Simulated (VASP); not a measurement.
# Ni2Os (Fd-3m) in VASP: single point with PBE

Aim: the single point of Ni2Os with PBE.

Program: VASP 6.6.1. These are calculated values, not measurements. Logs are shortened: lines on timing, memory, paths and dates and some standing lists are left out, and cuts for length are marked.

## Step 1: The cell of the first run

The structure is cubic, space group Fd-3m (No. 227). Conventional cell: a = 6.366 Å, b = 6.366 Å, c = 6.366 Å, α = 90.00°, β = 90.00°, γ = 90.00°. Within 3.5 Å of Os (site symmetry -43m) lie 12 Ni at 2.64 Å and 4 Os at 2.76 Å. Ni (site symmetry -3m) has 6 Ni at 2.25 Å and 6 Os at 2.64 Å within 3.0 Å.

## Step 2: Single point, PBE

INCAR reads:

```
ALGO     = Normal         # electronic algorithm
EDIFF    = 1E-6           # SCF threshold, eV
ENCUT    = 600            # plane-wave cutoff, eV
GGA      = PE             # functional
GGA_COMPAT= F            
ISIF     = 2              # what is computed and relaxed
ISMEAR   = -1             # smearing method
LASPH    = T              # aspherical terms in the spheres
LCHARG   = F              # write CHGCAR
LREAL    = F              # projectors in reciprocal space
LWAVE    = F              # write WAVECAR
NBANDS   = 37             # bands
NELM     = 120            # most SCF steps
PREC     = Accurate       # precision mode
SIGMA    = 0.1            # smearing width, eV
```

KPOINTS reads:

```
k-points
0
Gamma
  9 9 9
```

POSCAR reads:

```
Ni2Os
1.0
    0.0000000000      3.1832310000      3.1832310000
    3.1832310000      0.0000000000      3.1832310000
    3.1832310000      3.1832310000      0.0000000000
Os Ni
2 4
Direct
    0.0000000000      0.0000000000      0.0000000000
    0.2500000000      0.2500000000      0.2500000000
    0.6250000000      0.6250000000      0.6250000000
    0.1250000000      0.6250000000      0.6250000000
    0.6250000000      0.6250000000      0.1250000000
    0.6250000000      0.1250000000      0.6250000000
```

Potentials or basis: VASP PAW PBE potentials, release 64 (Os, Ni).

The run is started by

```sh
$ cat potpaw_PBE.64/Os/POTCAR potpaw_PBE.64/Ni/POTCAR > POTCAR
$ mpirun -np 1 vasp_std > vasp.out
```

OUTCAR:

```text
EDIFF = 1E-6
   ENCUT = 600
   GGA = PE
   ISIF = 2
   ISMEAR = -1
   LASPH = T
   LREAL = F
   NELM = 120
   PREC = Accurate

 ion  position               nearest neighbor table
   1  0.000  0.000  0.000-   5 2.64   6 2.64   4 2.64   5 2.64   3 2.64   4 2.64   6 2.64   3 2.64
                             3 2.64   4 2.64   5 2.64   6 2.64   2 2.76   2 2.76   2 2.76   2 2.76
   2  0.250  0.250  0.250-   3 2.64   4 2.64   6 2.64   4 2.64   5 2.64   5 2.64   6 2.64   4 2.64
                             5 2.64   3 2.64   6 2.64   3 2.64   1 2.76   1 2.76   1 2.76   1 2.76
   3  0.625  0.625  0.625-   4 2.25   5 2.25   6 2.25   5 2.25   6 2.25   4 2.25   1 2.64   2 2.64
                             1 2.64   2 2.64   1 2.64   2 2.64
   4  0.125  0.625  0.625-   3 2.25   5 2.25   6 2.25   3 2.25   5 2.25   6 2.25   2 2.64   1 2.64
                             2 2.64   1 2.64   1 2.64   2 2.64
   5  0.625  0.625  0.125-   3 2.25   3 2.25   4 2.25   6 2.25   6 2.25   4 2.25   1 2.64   2 2.64
                             1 2.64   2 2.64   1 2.64   2 2.64
   6  0.625  0.125  0.625-   3 2.25   5 2.25   3 2.25   4 2.25   5 2.25   4 2.25   1 2.64   2 2.64
                             1 2.64   2 2.64   1 2.64   2 2.64

  LATTYP: Found a face centered cubic cell.
 ALAT       =     6.3664620000

  Lattice vectors:

 A1 = (   0.0000000000,   3.1832310000,   3.1832310000)
 A2 = (   3.1832310000,   0.0000000000,   3.1832310000)
 A3 = (   3.1832310000,   3.1832310000,   0.0000000000)

Analysis of symmetry for initial positions (statically):
=====================================================================
 Subroutine PRICEL returns:
 Original cell was already a primitive cell.

 Routine SETGRP: Setting up the symmetry group for a
 face centered cubic supercell.

 Subroutine GETGRP returns: Found 48 space group operations
 (whereof 24 operations were pure point group operations)
 out of a pool of 48 trial point group operations.

The static configuration has the point symmetry T_d .
 The point group associated with its full space group is O_h .

Analysis of symmetry for dynamics (positions and initial velocities):
=====================================================================
 Subroutine PRICEL returns:
 Original cell was already a primitive cell.

 Routine SETGRP: Setting up the symmetry group for a
 face centered cubic supercell.

 Subroutine GETGRP returns: Found 48 space group operations
 (whereof 24 operations were pure point group operations)
 out of a pool of 48 trial point group operations.

The dynamic configuration has the point symmetry T_d .
 The point group associated with its full space group is O_h .

 Subroutine INISYM returns: Found 48 space group operations
 (whereof 24 operations are pure point group operations),
 and found     1 'primitive' translations

----------------------------------------------------------------------------------------

                                     Primitive cell

  volume of cell :      64.5111

  direct lattice vectors                    reciprocal lattice vectors
     0.000000000  3.183231000  3.183231000    -0.157073112  0.157073112  0.157073112
     3.183231000  0.000000000  3.183231000     0.157073112 -0.157073112  0.157073112
     3.183231000  3.183231000  0.000000000     0.157073112  0.157073112 -0.157073112

  length of vectors
     4.501768452  4.501768452  4.501768452     0.272058611  0.272058611  0.272058611

  position of ions in fractional coordinates (direct lattice)
     0.000000000  0.000000000  0.000000000
     0.250000000  0.250000000  0.250000000
     0.625000000  0.625000000  0.625000000
     0.125000000  0.625000000  0.625000000
     0.625000000  0.625000000  0.125000000
     0.625000000  0.125000000  0.625000000

  ion indices of the primitive-cell ions
   primitive index   ion index
                 1           1
                 2           2
                 3           3
                 4           4
                 5           5
                 6           6

----------------------------------------------------------------------------------------

 KPOINTS: k-points

Automatic generation of k-mesh.
 Grid dimensions read from file:
 generate k-points for:    9    9    9

 Generating k-lattice:

  Cartesian coordinates                     Fractional coordinates (reciprocal lattice)
    -0.017452568  0.017452568  0.017452568     0.111111111  0.000000000  0.000000000
     0.017452568 -0.017452568  0.017452568     0.000000000  0.111111111  0.000000000
     0.017452568  0.017452568 -0.017452568     0.000000000  0.000000000  0.111111111

  Length of vectors
     0.030228735  0.030228735  0.030228735

  Shift w.r.t. Gamma in fractional coordinates (k-lattice)
     0.000000000  0.000000000  0.000000000

 Subroutine IBZKPT returns following result:
 ===========================================

 Found     35 irreducible k-points:

 Following reciprocal coordinates:
            Coordinates               Weight
  0.000000  0.000000  0.000000      1.000000
  0.111111  0.000000  0.000000      8.000000
  0.222222  0.000000  0.000000      8.000000
  0.333333  0.000000  0.000000      8.000000
  0.444444  0.000000  0.000000      8.000000
  0.111111  0.111111  0.000000      6.000000
[... 16 lines left out ...]
 -0.333333  0.333333  0.000000     12.000000
  0.444444  0.444444  0.000000      6.000000
 [... further k-points ...]
   k-points           NKPTS =     35   k-points in BZ     NKDIM =     35   number of bands    NBANDS=     37
   number of dos      NEDOS =    301   number of ions     NIONS =      6
   total plane-waves  NPLWV =  46656
   dimension x,y,z NGX =    36 NGY =   36 NGZ =   36
   dimension x,y,z NGXF=    72 NGYF=   72 NGZF=   72
   ions per type =               2   4
   NGX,Y,Z   is equivalent  to a cutoff of  13.29, 13.29, 13.29 a.u.
   NGXF,Y,Z  is equivalent  to a cutoff of  26.59, 26.59, 26.59 a.u.
 SYSTEM =  unknown system
   PREC   = accura    normal or accurate (medium, high low for compatibility)
   ISTART =      0    job   : 0-new  1-cont  2-samecut
   ICHARG =      2    charge: 1-file 2-atom 10-const
   ISPIN  =      1    spin polarized calculation?
   LNONCOLLINEAR =      F non collinear calculations
   LSORBIT =      F    spin-orbit coupling
   LASPH  =      T    aspherical Exc in radial PAW
   ENCUT  =  600.0 eV  44.10 Ry    6.64 a.u.   8.99  8.99  8.99*2*pi/ulx,y,z
   NELM   =    120;   NELMIN=  2; NELMDL= -5     # of ELM steps
   EDIFF  = 0.1E-05   stopping-criterion for ELM
   LREAL  =      F    real-space projection
   EDIFFG = 0.1E-04   stopping-criterion for IOM
   NSW    =      0    number of steps for IOM
   IBRION =     -1    ionic relax: 0-MD 1-quasi-New 2-CG
   NFREE  =      0    steps in history (QN), initial steepest desc. (CG)
   ISIF   =      2    stress and relaxation
   ISYM   =      2    0-nonsym 1-usesym 2-fastsym
   POTIM  = 0.5000    time-step for ionic-motion
   TEBEG  =    0.0;   TEEND  =   0.0 temperature during run
   PSTRESS=    0.0 pullay stress
   NELECT =      56.0000    total number of electrons
   NUPDOWN=      -1.0000    fix difference up-down
   EMIN   =  10.00;   EMAX   =-10.00  energy-range for DOS
   EFERMI =   0.00;   METHOD = LEGACY
   ISMEAR =    -1;   SIGMA  =   0.10  broadening in eV -4-tet -1-fermi 0-gaus
   EFERMI_NEDOS =   21; number of points for ismear=-14 and -15
   IALGO  =     38    algorithm
   IMIX   =      4    mixing-type and parameters
     AMIX     =   0.40;   BMIX     =  1.00
     AMIX_MAG =   1.60;   BMIX_MAG =  1.00
  volume/ion in A,a.u.               =      10.75        72.56
  Fermi-wavevector in a.u.,A,eV,Ry     =   1.561682  2.951152 33.182590  2.438852
  Thomas-Fermi vector in A             =   2.664712
   LORBIT       =      0    0 simple, 1 ext, 2 COOP (PROOUT), +10 PAW based schemes
   GGA     = PE    functional components
   LHFCALC =     F    Hartree Fock is set to
   AEXX    =    0.0000 exact exchange contribution
   IVDW    =     0    specifies the selected vdW correction
   LEPSILON=     F    determine dielectric tensor
   LRPA    =     F    only Hartree local field effects (RPA)
 non-spin polarized calculation
  energy-cutoff  :      600.00
  volume of cell :       64.51
 maximum number of plane-waves:      2175
   NGX = 17   NGY = 17   NGZ = 17

 number of electron      56.0000040 magnetization

 Free energy of the ion-electron system (eV)
  ---------------------------------------------------
  ext. energy  EPLUGINS =         0.00000000
  ---------------------------------------------------
  free energy    TOTEN  =       -42.69275986 eV

  energy without entropy =      -42.38761591  energy(sigma->0) =      -42.54018788

 E-fermi :  11.1123     XC(G=0): -14.2187

 val. band max:       11.1030136607   @ k =  -0.4444   0.2222   0.1111
 cond. band min:      11.1221775515   @ k =   0.4444   0.0000   0.0000
 fundamental gap:      0.0191638908
 Fermi energy:        11.1123060975

 k-point     1 :       0.0000    0.0000    0.0000
  band No.  band energies     occupation
      1       0.3579      2.00000
      2       5.0019      2.00000
      3       5.2859      2.00000
      4       5.2859      2.00000
      5       5.2859      2.00000
      6       6.3051      2.00000
[... 29 lines left out ...]
     36      17.8762      0.00000
     37      19.9096      0.00000

 k-point     2 :       0.1111    0.0000    0.0000
  band No.  band energies     occupation
      1       0.5310      2.00000
      2       5.0281      2.00000
      3       5.2125      2.00000
      4       5.2125      2.00000
      5       5.3487      2.00000
      6       6.4227      2.00000
[... 29 lines left out ...]
     36      18.2649      0.00000
     37      19.3621      0.00000

 k-point     3 :       0.2222    0.0000    0.0000
  band No.  band energies     occupation
      1       1.0335      2.00000
      2       4.9677      2.00000
      3       5.1169      2.00000
      4       5.1169      2.00000
      5       5.4765      2.00000
      6       6.0087      2.00000
[... 29 lines left out ...]
     36      18.6299      0.00000
     37      19.3237      0.00000

 k-point     4 :       0.3333    0.0000    0.0000
  band No.  band energies     occupation
      1       1.8124      2.00000
      2       4.5832      2.00000
      3       5.1043      2.00000
      4       5.1043      2.00000
      5       5.1895      2.00000
      6       6.1636      2.00000
[... 29 lines left out ...]
     36      18.6701      0.00000
     37      19.6454      0.00000
[... 683 lines left out ...]
      1       3.7089      2.00000
      2       4.1435      2.00000
      3       4.5925      2.00000
      4       4.8256      2.00000
      5       5.8213      2.00000
      6       6.4422      2.00000
[... 29 lines left out ...]
     36      17.8305      0.00000
     37      21.1315      0.00000

 k-point    23 :      -0.3333    0.3333    0.0000
  band No.  band energies     occupation
      1       3.6186      2.00000
      2       4.2846      2.00000
      3       4.4349      2.00000
      4       4.8623      2.00000
      5       5.4206      2.00000
      6       6.4247      2.00000
[... 29 lines left out ...]
     36      19.4609      0.00000
     37      20.6877      0.00000

 k-point    24 :       0.4444    0.4444    0.0000
  band No.  band energies     occupation
      1       3.4840      2.00000
      2       4.1618      2.00000
      3       4.7838      2.00000
      4       5.0215      2.00000
      5       6.2862      2.00000
      6       6.2862      2.00000
[... 29 lines left out ...]
     36      15.8318      0.00000
     37      23.0142      0.00000

 [... further k-points ...]
[... 5 lines left out ...]
  --------------------------------------------------------------------------------------
  -------------------------------------------------------------------------------------
  Total       12.4703739     12.4703739     12.4703739     -0.0000000     -0.0000000     -0.0000000
  in kB      309.7102623    309.7102623    309.7102623     -0.0000000     -0.0000000     -0.0000000
  external PRESSURE =     309.7102623 kB  Pullay stress =       0.0000000 kB

 VOLUME and BASIS-vectors are now :
 -----------------------------------------------------------------------------
  energy-cutoff  :      600.00
  volume of cell :       64.51
      direct lattice vectors                 reciprocal lattice vectors
     0.000000000  3.183231000  3.183231000    -0.157073112  0.157073112  0.157073112
     3.183231000  0.000000000  3.183231000     0.157073112 -0.157073112  0.157073112
     3.183231000  3.183231000  0.000000000     0.157073112  0.157073112 -0.157073112

 POSITION                                       TOTAL-FORCE (eV/Angst)
 -----------------------------------------------------------------------------------
      0.00000      0.00000      0.00000         0.000000      0.000000      0.000000
      1.59162      1.59162      1.59162        -0.000000     -0.000000     -0.000000
      3.97904      3.97904      3.97904         0.000000     -0.000000      0.000000
      3.97904      2.38742      2.38742         0.000000     -0.000000      0.000000
      2.38742      2.38742      3.97904         0.000000     -0.000000      0.000000
      2.38742      3.97904      2.38742         0.000000     -0.000000      0.000000
 -----------------------------------------------------------------------------------
    total drift:                                0.000000      0.000000      0.000000

  FREE ENERGIE OF THE ION-ELECTRON SYSTEM (eV)
  ---------------------------------------------------
  free  energy   TOTEN  =       -42.6927598598 eV

  energy  without entropy=      -42.3876159070  energy(sigma->0) =      -42.54018788
```

Run time: 2.7 min. Hardware: 1 thread of Intel Xeon 8259CL, shared host; peak memory 0.26 GiB.

What came out:

```
Free energy            : -42.6928 eV
Pressure               : 31.0 GPa
Band gap on the k mesh : zero (bands 28 and 29 overlap by 0.33 eV)
```

Levels at points of the mesh, in eV from the Fermi level:
| k point | band 24 | band 25 | band 26 | band 27 | band 28 | band 29 | band 30 | band 31 | band 32 | band 33 |
| --- | --- | --- | --- | --- | --- | --- | --- | --- | --- | --- |
| (0.00, 0.00, 0.00) | -0.56 | -0.56 | -0.56 | 0.11 | 0.11 | 0.11 | 0.46 | 0.91 | 0.91 | 6.21 |

Caveat: the cell stands under pressure; spin-orbit coupling is left out, which moves the levels of the heavy elements.
